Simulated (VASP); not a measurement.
Set up this calculation in VASP 6.6.1, as the native input.

```
Task                   : single point
Functional             : PBE
Potentials or basis    : VASP PAW PBE potentials, release 64 (Ga_d, N)
Cutoff                 : 520 eV
k mesh                 : 12 × 12 × 6
Occupations            : gaussian, width 0.05 eV
Spin                   : no spin polarisation
Dipole correction      : no
Further INCAR settings : ALGO = Normal; EDIFF = 1e-07; NBANDS = 26
```

The structure of GaN lies in POSCAR:

```
GaN
1.0
    3.3469496427      0.0000000000      0.0000000000
   -1.6734748214      2.7539604900      0.0000000000
    0.0000000000      0.0000000000      5.1660000000
Ga N
2 2
Direct
    0.3333333333      0.6666666667      0.0000000000
    0.6666666667      0.3333333333      0.5000000000
    0.3333333333      0.6666666667      0.3750000000
    0.6666666667      0.3333333333      0.8750000000
```

This cell differs from its parent crystal: strain +0.0525 x Voigt [1, 0, 0, 0, 0, 0].

The input as run:

INCAR

```
PREC     = Accurate       # precision mode
ENCUT    = 520            # plane-wave cutoff, eV
EDIFF    = 1E-7           # SCF threshold, eV
ISMEAR   = 0              # smearing method
SIGMA    = 0.05           # smearing width, eV
LREAL    = F              # projectors in reciprocal space
LASPH    = T              # aspherical terms in the spheres
NELM     = 100            # most SCF steps
ALGO     = Normal         # electronic algorithm
ISIF     = 2              # what is computed and relaxed
LWAVE    = F              # write WAVECAR
LCHARG   = F              # write CHGCAR
GGA      = PE             # functional
NBANDS   = 26             # bands
```

KPOINTS

```
Automatic mesh
0
Gamma
  12 12 6
```

Potentials or basis: VASP PAW PBE potentials, release 64 (Ga_d, N).

Command:

```bash
$ cat potpaw_PBE.64/Ga_d/POTCAR potpaw_PBE.64/N/POTCAR > POTCAR
$ mpirun -np 1 vasp_std > vasp.out
```

Results of the run:

The pressure is -1.4 GPa. The largest force is 0.516 eV/Å and the band gap on the k mesh is 1.57 eV, direct.

Caveat: the cell differs from its parent crystal (strain +0.0525 x Voigt [1, 0, 0, 0, 0, 0]).

Wall time 6 min on 1 thread of AMD EPYC 7R13, on a shared host, peak memory 0.27 GiB.
